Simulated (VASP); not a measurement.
# PbS in VASP: single point with PBEsol

Aim: the single point of PbS with PBEsol.

Program: VASP 6.6.1. These are calculated values, not measurements. Logs are shortened: lines on timing, memory, paths and dates and some standing lists are left out, and cuts for length are marked.

## (1) The cell of the first run

The cell holds a slab with vacuum, 4 atoms: a = 11.298 Å, b = 4.250 Å, c = 4.250 Å, α = 89.97°, β = 90.00°, γ = 90.00°.

## (2) Single point, PBEsol

INCAR reads:

```
PREC = Accurate
ENCUT = 520
EDIFF = 1E-6
ISMEAR = 0
SIGMA = 0.01
LREAL = F
LASPH = T
NELM = 80
ALGO = Normal
ISIF = 2
LWAVE = F
LCHARG = T
GGA = PS
LELF = T
LVHAR = T
NBANDS = 28
```

KPOINTS reads:

```
Automatic mesh
0
Gamma
  2 4 4
```

POSCAR reads:

```
PbS
1.0
   11.2982770000      0.0000000000      0.0000000000
    0.0000000000      4.2501050000      0.0000000000
    0.0000000000      0.0025539596      4.2501042326
Pb S
2 2
Direct
    0.6245800000      0.2566400000      0.7566400000
    0.3754200000      0.7566400000      0.2566400000
    0.6136800000      0.7643600000      0.2643600000
    0.3863200000      0.2643600000      0.7643600000
```

Potentials or basis: VASP PAW PBE potentials, release 64 (Pb_d, S).

Run with:

```sh
$ cat potpaw_PBE.64/Pb_d/POTCAR potpaw_PBE.64/S/POTCAR > POTCAR
$ mpirun -np 1 vasp_std > vasp.out
```

OUTCAR:

```text
PREC = Accurate
   ENCUT = 520
   EDIFF = 1E-6
   ISMEAR = 0
   LREAL = F
   LASPH = T
   NELM = 80
   ISIF = 2
   GGA = PS

 ion  position               nearest neighbor table
   1  0.625  0.257  0.757-   4 2.69   3 2.96   3 3.01   3 3.01   3 3.06   2 4.12   2 4.12   2 4.12
                             2 4.12
   2  0.375  0.757  0.257-   3 2.69   4 2.96   4 3.01   4 3.01   4 3.06   1 4.12   1 4.12   1 4.12
                             1 4.12
   3  0.614  0.764  0.264-   2 2.69   1 2.96   1 3.01   1 3.01   1 3.06
   4  0.386  0.264  0.764-   1 2.69   2 2.96   2 3.01   2 3.01   2 3.06

  LATTYP: Found a base centered orthorhombic cell.
 ALAT       =     6.0087499389
 B/A-ratio  =     1.0006010975
 C/A-ratio  =     1.8803040757

  Lattice vectors:

 A1 = (   0.0000000000,  -0.0025539596,  -4.2501042326)
 A2 = (   0.0000000000,   4.2501050000,   0.0000000000)
 A3 = (  11.2982770000,   0.0000000000,   0.0000000000)

Analysis of symmetry for initial positions (statically):
=====================================================================
 Subroutine PRICEL returns:
 Original cell was already a primitive cell.

 Routine SETGRP: Setting up the symmetry group for a
 base centered orthorhombic supercell.

 Subroutine GETGRP returns: Found  4 space group operations
 (whereof  2 operations were pure point group operations)
 out of a pool of  8 trial point group operations.

The static configuration has the point symmetry C_2 .
 The point group associated with its full space group is C_2v.

Analysis of symmetry for dynamics (positions and initial velocities):
=====================================================================
 Subroutine PRICEL returns:
 Original cell was already a primitive cell.

 Routine SETGRP: Setting up the symmetry group for a
 base centered orthorhombic supercell.

 Subroutine GETGRP returns: Found  4 space group operations
 (whereof  2 operations were pure point group operations)
 out of a pool of  8 trial point group operations.

The dynamic configuration has the point symmetry C_2 .
 The point group associated with its full space group is C_2v.

 Subroutine INISYM returns: Found  4 space group operations
 (whereof  2 operations are pure point group operations),
 and found     1 'primitive' translations

----------------------------------------------------------------------------------------

                                     Primitive cell

  volume of cell :     204.0852

  direct lattice vectors                    reciprocal lattice vectors
    11.298277000  0.000000000  0.000000000     0.088509071  0.000000000  0.000000000
     0.000000000  4.250105000  0.000000000     0.000000000  0.235288305 -0.000141389
     0.000000000  0.002553960  4.250104233     0.000000000  0.000000000  0.235288347

  length of vectors
    11.298277000  4.250105000  4.250105000     0.088509071  0.235288347  0.235288347

  position of ions in fractional coordinates (direct lattice)
     0.624580000  0.256640000  0.756640000
     0.375420000  0.756640000  0.256640000
     0.613680000  0.764360000  0.264360000
     0.386320000  0.264360000  0.764360000

  ion indices of the primitive-cell ions
   primitive index   ion index
                 1           1
                 2           2
                 3           3
                 4           4

----------------------------------------------------------------------------------------

 KPOINTS: Automatic mesh

Automatic generation of k-mesh.
 Grid dimensions read from file:
 generate k-points for:    2    4    4

 Generating k-lattice:

  Cartesian coordinates                     Fractional coordinates (reciprocal lattice)
     0.044254535  0.000000000  0.000000000     0.500000000  0.000000000  0.000000000
     0.000000000  0.058822076 -0.000035347     0.000000000  0.250000000  0.000000000
     0.000000000  0.000000000  0.058822087     0.000000000  0.000000000  0.250000000

  Length of vectors
     0.044254535  0.058822087  0.058822087

  Shift w.r.t. Gamma in fractional coordinates (k-lattice)
     0.000000000  0.000000000  0.000000000

 Subroutine IBZKPT returns following result:
 ===========================================

 Found     14 irreducible k-points:

 Following reciprocal coordinates:
            Coordinates               Weight
  0.000000  0.000000  0.000000      1.000000
  0.500000  0.000000  0.000000      1.000000
  0.000000  0.250000  0.000000      4.000000
  0.500000  0.250000  0.000000      4.000000
  0.000000  0.500000  0.000000      2.000000
  0.500000  0.500000  0.000000      2.000000
  0.000000  0.250000  0.250000      2.000000
  0.500000  0.250000  0.250000      2.000000
  0.000000  0.500000  0.250000      4.000000
  0.500000  0.500000  0.250000      4.000000
  0.000000 -0.250000  0.250000      2.000000
  0.500000 -0.250000  0.250000      2.000000
  0.000000  0.500000  0.500000      1.000000
  0.500000  0.500000  0.500000      1.000000
   k-points           NKPTS =     14   k-points in BZ     NKDIM =     14   number of bands    NBANDS=     28
   number of dos      NEDOS =    301   number of ions     NIONS =      4
   total plane-waves  NPLWV =  86016
   dimension x,y,z NGX =    84 NGY =   32 NGZ =   32
   dimension x,y,z NGXF=   168 NGYF=   64 NGZF=   64
   ions per type =               2   2
   NGX,Y,Z   is equivalent  to a cutoff of  12.36, 12.52, 12.52 a.u.
   NGXF,Y,Z  is equivalent  to a cutoff of  24.72, 25.03, 25.03 a.u.
 SYSTEM =  unknown system
   PREC   = accura    normal or accurate (medium, high low for compatibility)
   ISTART =      0    job   : 0-new  1-cont  2-samecut
   ICHARG =      2    charge: 1-file 2-atom 10-const
   ISPIN  =      1    spin polarized calculation?
   LNONCOLLINEAR =      F non collinear calculations
   LSORBIT =      F    spin-orbit coupling
   LASPH  =      T    aspherical Exc in radial PAW
   ENCUT  =  520.0 eV  38.22 Ry    6.18 a.u.  21.01  7.90  7.90*2*pi/ulx,y,z
   NELM   =     80;   NELMIN=  2; NELMDL= -5     # of ELM steps
   EDIFF  = 0.1E-05   stopping-criterion for ELM
   LREAL  =      F    real-space projection
   EDIFFG = 0.1E-04   stopping-criterion for IOM
   NSW    =      0    number of steps for IOM
   IBRION =     -1    ionic relax: 0-MD 1-quasi-New 2-CG
   NFREE  =      0    steps in history (QN), initial steepest desc. (CG)
   ISIF   =      2    stress and relaxation
   ISYM   =      2    0-nonsym 1-usesym 2-fastsym
   POTIM  = 0.5000    time-step for ionic-motion
   TEBEG  =    0.0;   TEEND  =   0.0 temperature during run
   PSTRESS=    0.0 pullay stress
   NELECT =      40.0000    total number of electrons
   NUPDOWN=      -1.0000    fix difference up-down
   EMIN   =  10.00;   EMAX   =-10.00  energy-range for DOS
   EFERMI =   0.00;   METHOD = LEGACY
   ISMEAR =     0;   SIGMA  =   0.01  broadening in eV -4-tet -1-fermi 0-gaus
   EFERMI_NEDOS =   21; number of points for ismear=-14 and -15
   IALGO  =     38    algorithm
   IMIX   =      4    mixing-type and parameters
     AMIX     =   0.40;   BMIX     =  1.00
     AMIX_MAG =   1.60;   BMIX_MAG =  1.00
  volume/ion in A,a.u.               =      51.02       344.31
  Fermi-wavevector in a.u.,A,eV,Ry     =   0.950950  1.797035 12.303828  0.904306
  Thomas-Fermi vector in A             =   2.079375
   LORBIT       =      0    0 simple, 1 ext, 2 COOP (PROOUT), +10 PAW based schemes
   GGA     = PS    functional components
   LHFCALC =     F    Hartree Fock is set to
   AEXX    =    0.0000 exact exchange contribution
   IVDW    =     0    specifies the selected vdW correction
   LEPSILON=     F    determine dielectric tensor
   LRPA    =     F    only Hartree local field effects (RPA)
 non-spin polarized calculation
 Gauss-broadening in eV      SIGMA  =   0.01
  energy-cutoff  :      520.00
  volume of cell :      204.09
 maximum number of plane-waves:      5520
   NGX = 43   NGY = 15   NGZ = 15

 number of electron      39.9999997 magnetization

 Free energy of the ion-electron system (eV)
  ---------------------------------------------------
  ext. energy  EPLUGINS =         0.00000000
  ---------------------------------------------------
  free energy    TOTEN  =       -18.50154605 eV

  energy without entropy =      -18.50154605  energy(sigma->0) =      -18.50154605

 E-fermi :   0.1644     XC(G=0):  -5.9009

 val. band max:        0.0709821438   @ k =   0.0000   0.5000   0.0000
 cond. band min:       2.0898149377   @ k =   0.5000   0.5000   0.0000
 fundamental gap:      2.0188327939
 Fermi energy:         0.1643921658

 k-point     1 :       0.0000    0.0000    0.0000
  band No.  band energies     occupation
      1     -15.9636      2.00000
      2     -15.8625      2.00000
      3     -15.8446      2.00000
      4     -15.8434      2.00000
      5     -15.8263      2.00000
      6     -15.8239      2.00000
[... 20 lines left out ...]
     27       6.3948      0.00000
     28       6.4258      0.00000

 k-point     2 :       0.5000    0.0000    0.0000
  band No.  band energies     occupation
      1     -15.9636      2.00000
      2     -15.8625      2.00000
      3     -15.8446      2.00000
      4     -15.8434      2.00000
      5     -15.8263      2.00000
      6     -15.8239      2.00000
[... 20 lines left out ...]
     27       6.3956      0.00000
     28       6.4266      0.00000

 k-point     3 :       0.0000    0.2500    0.0000
  band No.  band energies     occupation
      1     -15.9329      2.00000
      2     -15.8514      2.00000
      3     -15.8464      2.00000
      4     -15.8398      2.00000
      5     -15.8351      2.00000
      6     -15.8289      2.00000
[... 20 lines left out ...]
     27       5.6181      0.00000
     28       6.9917      0.00000

 k-point     4 :       0.5000    0.2500    0.0000
  band No.  band energies     occupation
      1     -15.9329      2.00000
      2     -15.8514      2.00000
      3     -15.8464      2.00000
      4     -15.8398      2.00000
      5     -15.8351      2.00000
      6     -15.8289      2.00000
[... 20 lines left out ...]
     27       5.6706      0.00000
     28       6.6574      0.00000

 k-point     5 :       0.0000    0.5000    0.0000
  band No.  band energies     occupation
      1     -15.8819      2.00000
      2     -15.8819      2.00000
      3     -15.8503      2.00000
      4     -15.8503      2.00000
      5     -15.8290      2.00000
      6     -15.8290      2.00000
[... 20 lines left out ...]
     27       6.2334      0.00000
     28       6.2334      0.00000

 k-point     6 :       0.5000    0.5000    0.0000
  band No.  band energies     occupation
      1     -15.8819      2.00000
      2     -15.8819      2.00000
      3     -15.8503      2.00000
      4     -15.8503      2.00000
      5     -15.8290      2.00000
      6     -15.8290      2.00000
[... 20 lines left out ...]
     27       6.5886      0.00000
     28       6.5886      0.00000

 k-point     7 :       0.0000    0.2500    0.2500
  band No.  band energies     occupation
      1     -15.9273      2.00000
      2     -15.8782      2.00000
      3     -15.8378      2.00000
      4     -15.8373      2.00000
      5     -15.8345      2.00000
      6     -15.8224      2.00000
[... 20 lines left out ...]
     27       5.6631      0.00000
     28       6.6917      0.00000

 k-point     8 :       0.5000    0.2500    0.2500
  band No.  band energies     occupation
      1     -15.9273      2.00000
      2     -15.8782      2.00000
      3     -15.8378      2.00000
      4     -15.8373      2.00000
      5     -15.8345      2.00000
      6     -15.8224      2.00000
[... 20 lines left out ...]
     27       6.1299      0.00000
     28       6.7518      0.00000

 k-point     9 :       0.0000    0.5000    0.2500
  band No.  band energies     occupation
      1     -15.9178      2.00000
      2     -15.9177      2.00000
      3     -15.8414      2.00000
      4     -15.8413      2.00000
      5     -15.8255      2.00000
      6     -15.8253      2.00000
[... 20 lines left out ...]
     27       6.4154      0.00000
     28       6.4162      0.00000

 k-point    10 :       0.5000    0.5000    0.2500
  band No.  band energies     occupation
      1     -15.9178      2.00000
      2     -15.9177      2.00000
      3     -15.8414      2.00000
      4     -15.8413      2.00000
      5     -15.8255      2.00000
      6     -15.8253      2.00000
[... 20 lines left out ...]
     27       6.5638      0.00000
     28       6.5658      0.00000

 k-point    11 :       0.0000   -0.2500    0.2500
  band No.  band energies     occupation
      1     -15.9273      2.00000
      2     -15.8780      2.00000
      3     -15.8375      2.00000
      4     -15.8374      2.00000
      5     -15.8347      2.00000
      6     -15.8222      2.00000
[... 20 lines left out ...]
     27       5.6633      0.00000
     28       6.6879      0.00000

 k-point    12 :       0.5000   -0.2500    0.2500
  band No.  band energies     occupation
      1     -15.9273      2.00000
      2     -15.8780      2.00000
      3     -15.8375      2.00000
      4     -15.8374      2.00000
      5     -15.8347      2.00000
      6     -15.8222      2.00000
[... 20 lines left out ...]
     27       6.1242      0.00000
     28       6.7580      0.00000

 k-point    13 :       0.0000    0.5000    0.5000
  band No.  band energies     occupation
      1     -15.9536      2.00000
      2     -15.9535      2.00000
      3     -15.8431      2.00000
      4     -15.8430      2.00000
      5     -15.8198      2.00000
      6     -15.8196      2.00000
[... 20 lines left out ...]
     27       6.4465      0.00000
     28       6.4489      0.00000

 k-point    14 :       0.5000    0.5000    0.5000
  band No.  band energies     occupation
      1     -15.9536      2.00000
      2     -15.9535      2.00000
      3     -15.8431      2.00000
      4     -15.8430      2.00000
      5     -15.8198      2.00000
      6     -15.8196      2.00000
[... 20 lines left out ...]
     27       6.4526      0.00000
     28       6.4551      0.00000

------------------------ aborting loop because EDIFF is reached ----------------------------------------

  FORCE on cell =-STRESS in cart. coord.  units (eV):
  Direction    XX          YY          ZZ          XY          YZ          ZX
  --------------------------------------------------------------------------------------
  -------------------------------------------------------------------------------------
  Total       -1.4197579     -1.9643626     -1.9643656      0.0000000      0.0024908      0.0000000
  in kB      -11.1458554    -15.4212928    -15.4213163      0.0000000      0.0195542      0.0000000
  external PRESSURE =     -13.9961548 kB  Pullay stress =       0.0000000 kB

 VOLUME and BASIS-vectors are now :
 -----------------------------------------------------------------------------
  energy-cutoff  :      520.00
  volume of cell :      204.09
      direct lattice vectors                 reciprocal lattice vectors
    11.298277000  0.000000000  0.000000000     0.088509071  0.000000000  0.000000000
     0.000000000  4.250105000  0.000000000     0.000000000  0.235288305 -0.000141389
     0.000000000  0.002553960  4.250104233     0.000000000  0.000000000  0.235288347

 POSITION                                       TOTAL-FORCE (eV/Angst)
 -----------------------------------------------------------------------------------
      7.05668      1.09268      3.21580        -0.279426     -0.004554     -0.004551
      4.24160      3.21645      1.09075         0.279426     -0.004554     -0.004551
      6.93353      3.24929      1.12356        -0.226105      0.004554      0.004551
      4.36475      1.12551      3.24861         0.226105      0.004554      0.004551
 -----------------------------------------------------------------------------------
    total drift:                                0.000000     -0.000437     -0.000434

  FREE ENERGIE OF THE ION-ELECTRON SYSTEM (eV)
  ---------------------------------------------------
  free  energy   TOTEN  =       -18.5015460468 eV

  energy  without entropy=      -18.5015460468  energy(sigma->0) =      -18.50154605
```

Run time: 63 s. Hardware: 1 thread of Intel Xeon 6975P-C, shared host; peak memory 0.31 GiB.

What came out:

* Free energy: -18.5015 eV
* Largest force: 0.280 eV/Å
* Band gap on the k mesh: 2.02 eV, direct

Forces on the atoms (eV/Å):
```
Pb  -0.279 -0.005 -0.005
Pb   0.279 -0.005 -0.005
S   -0.226  0.005  0.005
S    0.226  0.005  0.005
```

Caveat: the PAW data sets were made with another functional, which shifts forces and pressure a little; spin-orbit coupling is left out, which moves the levels of the heavy elements.
